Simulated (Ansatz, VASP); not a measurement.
**One calculation of C, two programs**

```
C
1.0
     0.00000    1.86765    1.86765
     1.86765    0.00000    1.86765
     1.86765    1.86765    0.00000
C
2
Direct
  0.50000 0.50000 0.50000
  0.75000 0.75000 0.75000
```

Alike in both runs: task single point; functional PBE; k mesh 12 × 12 × 12; occupations gaussian, width 0.02 eV; no spin polarisation.

|  | VASP | Ansatz |
| --- | --- | --- |
| version | VASP 6.6.1 | Ansatz 0.2.0 |
| potentials or method | VASP PAW PBE potentials, release 64 (C), cutoff 600 eV | scalar-relativistic, plane waves, PAW |
| valence electrons in the cell | 8 | 8 |

|  | VASP | Ansatz | Ansatz less VASP |
| --- | --- | --- | --- |
| gap on the k mesh at the Fermi level (eV) | 3.85 | 3.86 | +0.009 |
| least direct gap on the mesh (eV) | 5.21 | 5.22 | +0.008 |
| pressure (GPa) | -45.4 | -45.2 | +0.21 |

Both programs put the cell under strong tension, so it lies far from rest at this level. With one functional, cell and mesh, what is left measures potentials, basis and numerics.

Noted on VASP's run: the cell as given lies far from equilibrium.
